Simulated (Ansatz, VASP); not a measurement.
## Be5Ir in VASP and in Ansatz

```
Be Ir
1.0
     0.00000    0.00000    3.46039
     4.19881    0.00000    0.00000
     0.00000    7.27256    0.00000
Be Ir
10 2
Direct
  0.00000 0.00000 0.33333
  0.00000 0.50000 0.83333
  0.00000 0.50000 0.16667
  0.00000 0.00000 0.66667
  0.50000 0.00000 0.50000
  0.50000 0.50000 0.00000
  0.50000 0.25000 0.25000
  0.50000 0.75000 0.75000
  0.50000 0.75000 0.25000
  0.50000 0.25000 0.75000
  0.00000 0.50000 0.50000
  0.00000 0.00000 0.00000
```

Alike in both runs: task single point; functional PBE; k mesh 6 × 6 × 4; occupations gaussian, width 0.2 eV; no spin polarisation.

```csv
,VASP,Ansatz
version,VASP 6.6.1,Ansatz 0.2.0
potentials or method,"VASP PAW PBE potentials, release 64 (Be, Ir), cutoff 520 eV","scalar-relativistic, plane waves, PAW"
valence electrons in the cell,38,54
```

```tsv
	VASP	Ansatz	Ansatz less VASP
gap on the k mesh at the Fermi level (eV)	none	none	-
pressure (GPa)	0.3	0.1	-0.18
traceless stress, the component that is largest in VASP (GPa)	0.42	0.39	-0.029
rms of the force components (eV/Å)	0.009	0.010	+0.0001
```

Atom by atom the forces differ by 0.000 eV/Å (rms over components). A gap of «none» marks a metal or a gap that the smearing closes. VASP's potentials hold 38 valence electrons a cell and Ansatz's 54, so a difference there can come from the potentials and not from the codes.

Spin-orbit coupling is off throughout.
